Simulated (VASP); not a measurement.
Wanted: the native input for a VASP 6.6.1 run.

- Task: single point
- Functional: PBE
- Potentials or basis: VASP PAW PBE potentials, release 64 (Si, Te)
- Cutoff: 520 eV
- k mesh: 7 × 7 × 7
- Occupations: fermi-dirac, width 0.05 eV
- Spin: no spin polarisation
- Dipole correction: no
- Further INCAR settings: ALGO = Normal; EDIFF = 1e-06; NBANDS = 12

The structure of SiTe lies in POSCAR:

```
SiTe
1.0
    3.7679526000      0.0000000000      0.0000000000
    0.0000000000      3.7679526000      0.0000000000
    0.0000000000      0.0000000000      3.7679526000
Si Te
1 1
Direct
    0.0000000000      0.0000000000      0.0000000000
    0.5000000000      0.5000000000      0.5000000000
```

These files were run (other wordings do the same):

INCAR

```
ALGO     = Normal         # electronic algorithm
EDIFF    = 1E-6           # SCF threshold, eV
ENCUT    = 520            # plane-wave cutoff, eV
GGA      = PE             # functional
ISIF     = 2              # what is computed and relaxed
ISMEAR   = -1             # smearing method
LASPH    = T              # aspherical terms in the spheres
LCHARG   = T              # write CHGCAR
LELF     = T              # ELF
LREAL    = F              # projectors in reciprocal space
LVHAR    = T            
LWAVE    = F              # write WAVECAR
NBANDS   = 12             # bands
NELM     = 80             # most SCF steps
PREC     = Accurate       # precision mode
SIGMA    = 0.05           # smearing width, eV
```

KPOINTS

```
k-points
0
Gamma
  7 7 7
```

Potentials or basis: VASP PAW PBE potentials, release 64 (Si, Te).

The run is started by

```sh
$ cat potpaw_PBE.64/Si/POTCAR potpaw_PBE.64/Te/POTCAR > POTCAR
$ mpirun -np 1 vasp_std > vasp.out
```

Results of the run:

```
Pressure               : -7.1 GPa
Band gap on the k mesh : zero (band 5 reaches 6.72 eV, above the bottom of band 6 at 5.01 eV)
```

Caveat: spin-orbit coupling is left out, which moves the levels of the heavy elements.

Run time: 9.1 s on 1 thread of Intel(R) Xeon(R) 6975P-C (Granite Rapids) (shared host), peak memory 0.15 GiB.
